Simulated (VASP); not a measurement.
Wanted: the native input for a VASP 6.6.1 run.

| Property | Result |
| --- | --- |
| Task | single point |
| Functional | PBE |
| Potentials or basis | VASP PAW PBE potentials, release 64 (Al, N) |
| Cutoff | 520 eV |
| k mesh | 8 × 6 × 4 |
| Occupations | gaussian, width 0.05 eV |
| Spin | no spin polarisation |
| Dipole correction | no |
| Further INCAR settings | ALGO = Normal; EDIFF = 1e-07; NBANDS = 26 |

The structure of AlN lies in POSCAR:

```
AlN
1.0
   -1.6567491617      2.8695737234      0.0000000000
    0.0000000000      0.0000000000      4.1874629526
    4.9702474850      2.8695737234      0.0000000000
Al N
4 4
Direct
    0.5431208304      0.7500000000      0.0796368756
    0.0000000000      0.7500000000      0.6666666667
    0.0000000000      0.2500000000      0.3333333333
    0.5000000000      0.2500000000      0.8333333333
    0.5000000000      0.2500000000      0.1666666667
    0.0000000000      0.2500000000      0.6666666667
    0.0000000000      0.7500000000      0.3333333333
    0.5000000000      0.7500000000      0.8333333333
```

This cell differs from its parent crystal: atom 1 (Al) moved by -0.504 Å along [1 0 0] and -0.126 Å along [1 2 0].

One way to write it, as run:

INCAR

```
SYSTEM = AlN
ALGO = Normal
EDIFF = 1E-7
ENCUT = 520
GGA = PE
ISIF = 2
ISMEAR = 0
LASPH = .TRUE.
LCHARG = .TRUE.
LELF = .TRUE.
LREAL = .FALSE.
LVHAR = .TRUE.
LWAVE = .FALSE.
NBANDS = 26
NELM = 100
PREC = Accurate
SIGMA = 0.05
```

KPOINTS

```
k-points
0
G
  8 6 4
  0 0 0
```

Potentials or basis: VASP PAW PBE potentials, release 64 (Al, N).

The run is started by

```console
$ cat potpaw_PBE.64/Al/POTCAR potpaw_PBE.64/N/POTCAR > POTCAR
$ mpirun -np 1 vasp_std > vasp.out
```

It gave:

The pressure is 17.4 GPa and the largest force is 26.659 eV/Å. The band gap on the k mesh is 2.02 eV (least direct gap 2.07 eV).

Caveat: the cell differs from its parent crystal (atom 1 (Al) moved by -0.504 Å along [1 0 0] and -0.126 Å along [1 2 0]); the cell stands under pressure; forces of over 1 eV/Å act on the atoms, so gaps and moduli don't describe the material at rest.

It took 2.5 min on 1 thread of Intel(R) Xeon(R) Platinum 8259CL CPU @ 2.50GHz (Skylake/Cascade Lake), on a shared host, peak memory 0.25 GiB.
